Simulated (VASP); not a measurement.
# InCuO (P-6m2) in VASP: further runs

The runs below take InCuO through single point, relaxation of cell and atoms, with PBE.

Program: VASP 6.6.1. These are calculated values, not measurements. Logs are shortened: lines on timing, memory, paths and dates and some standing lists are left out, and cuts for length are marked.

### Step 1. The cell of the first run

The structure is hexagonal, space group P-6m2 (No. 187). The conventional cell has a = 3.467 Å, b = 3.467 Å, c = 4.452 Å, α = 90.00°, β = 90.00°, γ = 120.00°. In (site symmetry -6m2) has 6 Cu at 2.99 Å and 6 O at 2.99 Å and 6 In at 3.47 Å within 3.9 Å. Within 2.7 Å of Cu (site symmetry -6m2) lie 3 O at 2.00 Å. Within 2.7 Å of O (site symmetry -6m2) lie 3 Cu at 2.00 Å.

The cell was built from a structure type or drawn by symmetry, and may not be a known phase.

### Step 2. Single point, PBE, collinear spin

INCAR reads:

```
SYSTEM = InCuO
ALGO = Normal
EDIFF = 1E-6
ENCUT = 520
GGA = PE
ISIF = 2
ISMEAR = 0
ISPIN = 2
LASPH = .True.
LCHARG = .False.
LMAXMIX = 4
LORBIT = 11
LREAL = .False.
LWAVE = .False.
MAGMOM = 0 1 0
NBANDS = 26
NELM = 150
PREC = Accurate
SIGMA = 0.1
```

KPOINTS reads:

```
k-points
0
Gamma
  6 6 6
  0 0 0
```

POSCAR reads:

```
InCuO
1.0
    3.4674305989     -0.0000000025      0.0000000000
   -1.7337152973      3.0028829857      0.0000000000
    0.0000000000      0.0000000000      4.4517583307
In Cu O
1 1 1
Direct
    0.0000000000      0.0000000000      0.0000000000
    0.6666666667      0.3333333333      0.5000000000
    0.3333333333      0.6666666667      0.5000000000
```

Potentials or basis: VASP PAW PBE potentials, release 64 (In_d, Cu, O).

Command:

```
cat potpaw_PBE.64/In_d/POTCAR potpaw_PBE.64/Cu/POTCAR potpaw_PBE.64/O/POTCAR > POTCAR
mpirun -np 1 vasp_std > vasp.out
```

OUTCAR:

```text
SYSTEM = InCuO
   EDIFF = 1E-6
   ENCUT = 520
   GGA = PE
   ISIF = 2
   ISMEAR = 0
   ISPIN = 2
   LASPH = .True.
   LORBIT = 11
   LREAL = .False.
   NELM = 150
   PREC = Accurate

 ion  position               nearest neighbor table
   1  0.000  0.000  0.000-   2 2.99   3 2.99   2 2.99   3 2.99   3 2.99   3 2.99   2 2.99   2 2.99
                             2 2.99   2 2.99   3 2.99   3 2.99
   2  0.667  0.333  0.500-   3 2.00   3 2.00   3 2.00   1 2.99   1 2.99   1 2.99   1 2.99   1 2.99
                             1 2.99
   3  0.333  0.667  0.500-   2 2.00   2 2.00   2 2.00   1 2.99   1 2.99   1 2.99   1 2.99   1 2.99
                             1 2.99

  LATTYP: Found a hexagonal cell.
 ALAT       =     3.4674305989
 C/A-ratio  =     1.2838781350

  Lattice vectors:

 A1 = (   3.4674305989,  -0.0000000025,   0.0000000000)
 A2 = (  -1.7337152973,   3.0028829857,   0.0000000000)
 A3 = (   0.0000000000,   0.0000000000,   4.4517583307)

Analysis of symmetry for initial positions (statically):
=====================================================================
 Subroutine PRICEL returns:
 Original cell was already a primitive cell.

 Routine SETGRP: Setting up the symmetry group for a
 hexagonal supercell.

 Subroutine GETGRP returns: Found 12 space group operations
 (whereof 12 operations were pure point group operations)
 out of a pool of 24 trial point group operations.

The static configuration has the point symmetry D_3h.

Analysis of symmetry for dynamics (positions and initial velocities):
=====================================================================
 Subroutine PRICEL returns:
 Original cell was already a primitive cell.

 Routine SETGRP: Setting up the symmetry group for a
 hexagonal supercell.

 Subroutine GETGRP returns: Found 12 space group operations
 (whereof 12 operations were pure point group operations)
 out of a pool of 24 trial point group operations.

The dynamic configuration has the point symmetry D_3h.

Analysis of structural, dynamic, and magnetic symmetry:
=====================================================================
 Subroutine PRICEL returns:
 Original cell was already a primitive cell.

 Routine SETGRP: Setting up the symmetry group for a
 hexagonal supercell.

 Subroutine GETGRP returns: Found 12 space group operations
 (whereof 12 operations were pure point group operations)
 out of a pool of 24 trial point group operations.

The overall configuration has the point symmetry D_3h.

 Subroutine INISYM returns: Found 12 space group operations
 (whereof 12 operations are pure point group operations),
 and found     1 'primitive' translations

----------------------------------------------------------------------------------------

                                     Primitive cell

  volume of cell :      46.3530

  direct lattice vectors                    reciprocal lattice vectors
     3.467430599 -0.000000003  0.000000000     0.288397986  0.166506654  0.000000000
    -1.733715297  3.002882986  0.000000000     0.000000000  0.333013309  0.000000000
     0.000000000  0.000000000  4.451758331     0.000000000  0.000000000  0.224630343

  length of vectors
     3.467430599  3.467430599  4.451758331     0.333013309  0.333013309  0.224630343

  position of ions in fractional coordinates (direct lattice)
     0.000000000  0.000000000  0.000000000
     0.666666667  0.333333333  0.500000000
     0.333333333  0.666666667  0.500000000

  ion indices of the primitive-cell ions
   primitive index   ion index
                 1           1
                 2           2
                 3           3

----------------------------------------------------------------------------------------

 KPOINTS: k-points

Automatic generation of k-mesh.
 Grid dimensions read from file:
 generate k-points for:    6    6    6

 Generating k-lattice:

  Cartesian coordinates                     Fractional coordinates (reciprocal lattice)
     0.048066331  0.027751109  0.000000000     0.166666667  0.000000000  0.000000000
     0.000000000  0.055502218  0.000000000     0.000000000  0.166666667  0.000000000
     0.000000000  0.000000000  0.037438390     0.000000000  0.000000000  0.166666667

  Length of vectors
     0.055502218  0.055502218  0.037438390

  Shift w.r.t. Gamma in fractional coordinates (k-lattice)
     0.000000000  0.000000000  0.000000000

 Subroutine IBZKPT returns following result:
 ===========================================

 Found     28 irreducible k-points:

 Following reciprocal coordinates:
            Coordinates               Weight
  0.000000  0.000000  0.000000      1.000000
  0.166667  0.000000  0.000000      6.000000
  0.333333  0.000000  0.000000      6.000000
  0.500000  0.000000  0.000000      3.000000
  0.166667  0.166667  0.000000      6.000000
  0.333333  0.166667  0.000000     12.000000
[... 16 lines left out ...]
  0.166667  0.000000  0.500000      6.000000
  0.333333  0.000000  0.500000      6.000000
 [... further k-points ...]
   k-points           NKPTS =     28   k-points in BZ     NKDIM =     28   number of bands    NBANDS=     26
   number of dos      NEDOS =    301   number of ions     NIONS =      3
   total plane-waves  NPLWV =  28224
   dimension x,y,z NGX =    28 NGY =   28 NGZ =   36
   dimension x,y,z NGXF=    56 NGYF=   56 NGZF=   72
   ions per type =               1   1   1
   NGX,Y,Z   is equivalent  to a cutoff of  13.42, 13.42, 13.44 a.u.
   NGXF,Y,Z  is equivalent  to a cutoff of  26.85, 26.85, 26.89 a.u.
 SYSTEM =  InCuO
   PREC   = accura    normal or accurate (medium, high low for compatibility)
   ISTART =      0    job   : 0-new  1-cont  2-samecut
   ICHARG =      2    charge: 1-file 2-atom 10-const
   ISPIN  =      2    spin polarized calculation?
   LNONCOLLINEAR =      F non collinear calculations
   LSORBIT =      F    spin-orbit coupling
   LASPH  =      T    aspherical Exc in radial PAW
   ENCUT  =  520.0 eV  38.22 Ry    6.18 a.u.   6.45  6.45  8.28*2*pi/ulx,y,z
   NELM   =    150;   NELMIN=  2; NELMDL= -5     # of ELM steps
   EDIFF  = 0.1E-05   stopping-criterion for ELM
   LREAL  =      F    real-space projection
   EDIFFG = 0.1E-04   stopping-criterion for IOM
   NSW    =      0    number of steps for IOM
   IBRION =     -1    ionic relax: 0-MD 1-quasi-New 2-CG
   NFREE  =      0    steps in history (QN), initial steepest desc. (CG)
   ISIF   =      2    stress and relaxation
   ISYM   =      2    0-nonsym 1-usesym 2-fastsym
   POTIM  = 0.5000    time-step for ionic-motion
   TEBEG  =    0.0;   TEEND  =   0.0 temperature during run
   PSTRESS=    0.0 pullay stress
   NELECT =      30.0000    total number of electrons
   NUPDOWN=      -1.0000    fix difference up-down
   EMIN   =  10.00;   EMAX   =-10.00  energy-range for DOS
   EFERMI =   0.00;   METHOD = LEGACY
   ISMEAR =     0;   SIGMA  =   0.10  broadening in eV -4-tet -1-fermi 0-gaus
   EFERMI_NEDOS =   21; number of points for ismear=-14 and -15
   IALGO  =     38    algorithm
   IMIX   =      4    mixing-type and parameters
     AMIX     =   0.40;   BMIX     =  1.00
     AMIX_MAG =   1.60;   BMIX_MAG =  1.00
  volume/ion in A,a.u.               =      15.45       104.27
  Fermi-wavevector in a.u.,A,eV,Ry     =   1.416085  2.676013 27.283719  2.005297
  Thomas-Fermi vector in A             =   2.537456
   LORBIT       =     11    0 simple, 1 ext, 2 COOP (PROOUT), +10 PAW based schemes
   GGA     = PE    functional components
   LHFCALC =     F    Hartree Fock is set to
   AEXX    =    0.0000 exact exchange contribution
   IVDW    =     0    specifies the selected vdW correction
   LEPSILON=     F    determine dielectric tensor
   LRPA    =     F    only Hartree local field effects (RPA)
 spin polarized calculation
 Gauss-broadening in eV      SIGMA  =   0.10
  energy-cutoff  :      520.00
  volume of cell :       46.35
 maximum number of plane-waves:      1265
 NGX is ok and might be reduce to    28
   NGX = 13   NGY = 13   NGZ = 17

 number of electron      30.0000009 magnetization      -0.0001641

 number of electron      30.0000009 magnetization       0.0001242

 Free energy of the ion-electron system (eV)
  ---------------------------------------------------
  ext. energy  EPLUGINS =         0.00000000
  ---------------------------------------------------
  free energy    TOTEN  =       -12.25189814 eV

  energy without entropy =      -12.24829656  energy(sigma->0) =      -12.25009735

 E-fermi :   6.6776     XC(G=0): -11.0026

 val. band max:        6.6591973805   @ k =   0.5000   0.0000   0.1667
 cond. band min:       6.7222704341   @ k =   0.5000   0.0000   0.3333
 fundamental gap:      0.0630730536
 Fermi energy:         6.6776442658

 spin component 1

 k-point     1 :       0.0000    0.0000    0.0000
  band No.  band energies     occupation
      1     -11.7343      1.00000
      2      -7.9379      1.00000
      3      -7.9163      1.00000
      4      -7.9163      1.00000
      5      -7.7769      1.00000
      6      -7.7769      1.00000
[... 18 lines left out ...]
     25      22.4691      0.00000
     26      22.4692      0.00000

 k-point     2 :       0.1667    0.0000    0.0000
  band No.  band energies     occupation
      1     -11.6419      1.00000
      2      -7.9447      1.00000
      3      -7.8897      1.00000
      4      -7.8630      1.00000
      5      -7.8130      1.00000
      6      -7.7849      1.00000
[... 18 lines left out ...]
     25      22.0092      0.00000
     26      22.3596      0.00000

 k-point     3 :       0.3333    0.0000    0.0000
  band No.  band energies     occupation
      1     -11.4518      1.00000
      2      -7.9871      1.00000
      3      -7.8830      1.00000
      4      -7.8129      1.00000
      5      -7.8007      1.00000
      6      -7.7540      1.00000
[... 572 lines left out ...]
 k-point    23 :       0.1667    0.0000    0.5000
  band No.  band energies     occupation
      1     -11.5961      1.00000
      2      -7.9408      1.00000
      3      -7.8804      1.00000
      4      -7.8624      1.00000
      5      -7.8018      1.00000
      6      -7.7928      1.00000
[... 18 lines left out ...]
     25      21.9516      0.00000
     26      22.4270      0.00000

 k-point    24 :       0.3333    0.0000    0.5000
  band No.  band energies     occupation
      1     -11.4401      1.00000
      2      -7.9868      1.00000
      3      -7.8382      1.00000
      4      -7.8089      1.00000
      5      -7.7945      1.00000
      6      -7.7537      1.00000
[... 18 lines left out ...]
     25      24.7810      0.00000
     26      25.1730      0.00000

 [... further k-points ...]

 spin component 2

 k-point     1 :       0.0000    0.0000    0.0000
  band No.  band energies     occupation
      1     -11.7343      1.00000
      2      -7.9379      1.00000
      3      -7.9163      1.00000
      4      -7.9163      1.00000
      5      -7.7770      1.00000
      6      -7.7770      1.00000
[... 18 lines left out ...]
     25      22.4691      0.00000
     26      22.4692      0.00000

 k-point     2 :       0.1667    0.0000    0.0000
  band No.  band energies     occupation
      1     -11.6419      1.00000
      2      -7.9448      1.00000
      3      -7.8897      1.00000
      4      -7.8630      1.00000
      5      -7.8130      1.00000
      6      -7.7849      1.00000
[... 18 lines left out ...]
     25      22.0092      0.00000
     26      22.3596      0.00000

 k-point     3 :       0.3333    0.0000    0.0000
  band No.  band energies     occupation
      1     -11.4517      1.00000
      2      -7.9871      1.00000
      3      -7.8830      1.00000
      4      -7.8129      1.00000
      5      -7.8007      1.00000
      6      -7.7540      1.00000
[... 572 lines left out ...]
 k-point    23 :       0.1667    0.0000    0.5000
  band No.  band energies     occupation
      1     -11.5961      1.00000
      2      -7.9409      1.00000
      3      -7.8804      1.00000
      4      -7.8625      1.00000
      5      -7.8018      1.00000
      6      -7.7928      1.00000
[... 18 lines left out ...]
     25      21.9516      0.00000
     26      22.4270      0.00000

 k-point    24 :       0.3333    0.0000    0.5000
  band No.  band energies     occupation
      1     -11.4401      1.00000
      2      -7.9869      1.00000
      3      -7.8382      1.00000
      4      -7.8089      1.00000
      5      -7.7945      1.00000
      6      -7.7537      1.00000
[... 18 lines left out ...]
     25      24.7810      0.00000
     26      25.1730      0.00000

 [... further k-points ...]
[... 5 lines left out ...]
  --------------------------------------------------------------------------------------
  -------------------------------------------------------------------------------------
  Total        0.1032144      0.1032144      0.0393149     -0.0000000      0.0000000      0.0000000
  in kB        3.5675748      3.5675748      1.3589088     -0.0000000      0.0000000      0.0000000
  external PRESSURE =       2.8313528 kB  Pullay stress =       0.0000000 kB

 VOLUME and BASIS-vectors are now :
 -----------------------------------------------------------------------------
  energy-cutoff  :      520.00
  volume of cell :       46.35
      direct lattice vectors                 reciprocal lattice vectors
     3.467430599 -0.000000003  0.000000000     0.288397986  0.166506654  0.000000000
    -1.733715297  3.002882986  0.000000000     0.000000000  0.333013309  0.000000000
     0.000000000  0.000000000  4.451758331     0.000000000  0.000000000  0.224630343

 POSITION                                       TOTAL-FORCE (eV/Angst)
 -----------------------------------------------------------------------------------
      0.00000      0.00000      0.00000        -0.000000      0.000000      0.000000
      1.73372      1.00096      2.22588         0.000000      0.000000      0.000000
      0.00000      2.00192      2.22588        -0.000000      0.000000      0.000000
 -----------------------------------------------------------------------------------
    total drift:                               -0.000001      0.000001      0.000000

  FREE ENERGIE OF THE ION-ELECTRON SYSTEM (eV)
  ---------------------------------------------------
  free  energy   TOTEN  =       -12.2518981435 eV

  energy  without entropy=      -12.2482965613  energy(sigma->0) =      -12.25009735

 total charge

# of ion       s       p       d       tot
------------------------------------------
    1        1.058   0.346   9.864  11.268
    2        0.367   0.339   9.210   9.916
    3        1.576   3.319   0.000   4.895
--------------------------------------------------
tot          3.001   4.003  19.074  26.078

 magnetization (x)

# of ion       s       p       d       tot
------------------------------------------
    1       -0.000  -0.000  -0.000  -0.000
    2       -0.000  -0.000   0.000   0.000
    3        0.000   0.000   0.000   0.000
--------------------------------------------------
tot         -0.000   0.000   0.000   0.000
```

It took 2.7 min on 1 thread of Intel Xeon 8259CL, shared host; peak memory 0.23 GiB.

Results:

| Item | Value |
| --- | --- |
| Free energy | -12.2519 eV |
| Pressure | 0.3 GPa |
| Band gap on the k mesh | zero (filled and empty bands overlap) |
| Net moment | 0.00 μB per cell |
| Valence electrons inside the program's atomic spheres | In 11.27; Cu 9.92; O 4.89 |

Stress tensor (GPa, compression positive):
```
0.36 0.00 0.00
0.00 0.36 0.00
0.00 0.00 0.14
```

Caveat: spin-orbit coupling is left out, which moves the levels of the heavy elements.

[end of part 1 of 3]
